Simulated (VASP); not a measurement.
Input of a VASP 6.6.1 run:

File INCAR:

```
SYSTEM = W3O
ALGO = Normal
EDIFF = 1E-6
ENCUT = 520
GGA = PS
ISIF = 2
ISMEAR = 0
LASPH = .True.
LCHARG = .False.
LREAL = .False.
LWAVE = .False.
NBANDS = 58
NELM = 80
PREC = Accurate
SIGMA = 0.15
```

The input KPOINTS:

```
k-points
0
Gamma
  8 8 8
  0 0 0
```

The input POSCAR:

```
W3O
1.0
    4.9762901560      0.0000000000      0.0000000000
    0.0000000000      4.9762901560      0.0000000000
    0.0000000000      0.0000000000      4.9762901560
W O
6 2
Direct
    0.5000000000      0.7500000000      0.0000000000
    0.0000000000      0.5000000000      0.7500000000
    0.2500000000      0.0000000000      0.5000000000
    0.5000000000      0.2500000000      0.0000000000
    0.0000000000      0.5000000000      0.2500000000
    0.7500000000      0.0000000000      0.5000000000
    0.5000000000      0.5000000000      0.5000000000
    0.0000000000      0.0000000000      0.0000000000
```

Potentials or basis: VASP PAW PBE potentials, release 64 (W_sv, O).

Command:

```console
$ cat potpaw_PBE.64/W_sv/POTCAR potpaw_PBE.64/O/POTCAR > POTCAR
$ mpirun -np 1 vasp_std > vasp.out
```

**Question.** Estimate the band gap on the k mesh.

**Answer.** Zero (bands 48 and 49 overlap by 0.81 eV).

**Question.** Estimate the pressure.

**Answer.** -18.9 GPa.

Caveat: the cell differs from its parent crystal (strain +0.030 along x and y, +0.030 along z); the cell stands under tension; the PAW data sets were made with another functional, which shifts forces and pressure a little; spin-orbit coupling is left out, which moves the levels of the heavy elements.
